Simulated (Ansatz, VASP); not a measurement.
One calculation of NiO, two programs

```
Ni O
1.0
     0.00000    2.08590    2.08590
     2.08590    0.00000    2.08590
     2.08590    2.08590    0.00000
Ni O
1 1
Direct
  0.00000 0.00000 0.00000
  0.50000 0.50000 0.50000
```

Alike in both runs: functional LDA; k mesh 11 × 11 × 11; occupations fermi-dirac, width 0.05 eV; collinear spin; Hubbard terms Ni d U = 4.0 eV.

```csv
,VASP,Ansatz
version,VASP 6.6.1,Ansatz 0.2.0
potentials or method,"VASP PAW LDA potentials, release 64 (Ni, O)",Ansatz PAW
plane-wave cutoff (eV),520,420
valence electrons in the cell,16,24
task,single point,band structure
```

|  | VASP | Ansatz | Ansatz less VASP |
| --- | --- | --- | --- |
| gap on the k mesh at the Fermi level (eV) | 0.69 | 0.62 | -0.069 |
| least direct gap on the mesh (eV) | 1.53 | 1.47 | -0.059 |
| pressure (GPa) | -13.3 | -6.5 | +6.80 |
| net moment per atom (μB) | 1.00 | 1.00 | 0.000 |
| size of the moment on the site where the two differ most (μB) | 1.70 | 1.64 | -0.065 |

LDA's correlation is that of Perdew and Zunger in VASP and of Perdew and Wang (1992) in Ansatz. Site moments also hang on the region over which each program counts them. The programs project onto different local orbitals, so the same U acts differently, and such runs can settle in different states. VASP's potentials hold 16 valence electrons a cell and Ansatz's 24, so a difference there can come from the potentials and not from the codes.

Noted on Ansatz's run: the magnetic or orbital state may not be the lowest.
